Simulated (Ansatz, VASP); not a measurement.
**Two plane-wave programs on GaP**

POSCAR

```
GaP
1.0
    0.0000000000      2.6436373088      2.6436373088
    2.6436373088      0.0000000000      2.6436373088
    2.6436373088      2.6436373088      0.0000000000
Ga P
1 1
Direct
    0.0000000000      0.0000000000      0.0000000000
    0.2500000000      0.2500000000      0.2500000000
```

File INCAR.step1:

```
SYSTEM = GaP
PREC = Accurate ; ENCUT = 520
ISMEAR = 0 ; SIGMA = 0.01
LREAL = .FALSE. ; LASPH = .TRUE.
NELM = 100 ; NBANDS = 16
GGA = PE ; ALGO = Normal
EDIFF = 1E-4 ; LWAVE = .TRUE.
LCHARG = .FALSE.
```

The input INCAR.step2:

```
SYSTEM = GaP
PREC = Accurate ; ENCUT = 520
EDIFF = 1E-6 ; ISMEAR = 0
SIGMA = 0.01 ; LREAL = .FALSE.
LASPH = .TRUE. ; NELM = 100
ALGO = Normal ; ISIF = 2
LWAVE = .FALSE. ; LCHARG = .TRUE.
METAGGA = R2SCAN ; LMIXTAU = .TRUE.
LELF = .TRUE. ; LVHAR = .TRUE.
NBANDS = 16 ; ISTART = 1
```

The input KPOINTS:

```
regular mesh
0
G
  8 8 8
  0 0 0
```

Input for Ansatz:

```yaml
crystal:
  lattice:
    - [0.0, 2.6436373088, 2.6436373088]
    - [2.6436373088, 0.0, 2.6436373088]
    - [2.6436373088, 2.6436373088, 0.0]
  atoms:
    - { symbol: Ga, position: [0.0, 0.0, 0.0] }
    - { symbol: P, position: [0.25, 0.25, 0.25] }
kpoints:
  mp_grid: { grid: [8, 8, 8] }
  band_path:
    path:
      - [0.0, 0.0, 0.0]
      - [-0.5, -0.5, 0.0]
      - [-0.375, -0.375, 0.25]
      - [-0.375, 0.0, 0.375]
      - [0.0, 0.0, 0.5]
      - [-0.5, -0.25, 0.25]
      - [0.0, 0.434896, 0.434896]
    npoints: 1
hamiltonian:
  xc: r2scan
scf:
  occupations: { method: fixed }
  n_extra_bands: 4
output:
  forces: true
  stress: true
  eigenvalues: true
```

Change from the starting cell: hydrostatic strain -3.0%.

Alike in both runs: task single point; functional r2SCAN; k mesh 8 × 8 × 8; no spin polarisation.

|  | VASP | Ansatz |
| --- | --- | --- |
| version | VASP 6.6.1 | Ansatz 0.2.0 |
| potentials or method | VASP PAW PBE potentials, release 64 (Ga_d, P) | plane waves, PAW |
| plane-wave cutoff (eV) | 520 | 500 |
| occupations | gaussian, width 0.01 eV | fixed |
| valence electrons in the cell | 18 | 18 |

```tsv
	VASP	Ansatz	Ansatz less VASP
gap on the k mesh at the Fermi level (eV)	1.71	1.71	-0.004
pressure (GPa)	9.8	9.8	+0.03
```

VASP's potentials were made for PBE, not for r2SCAN.
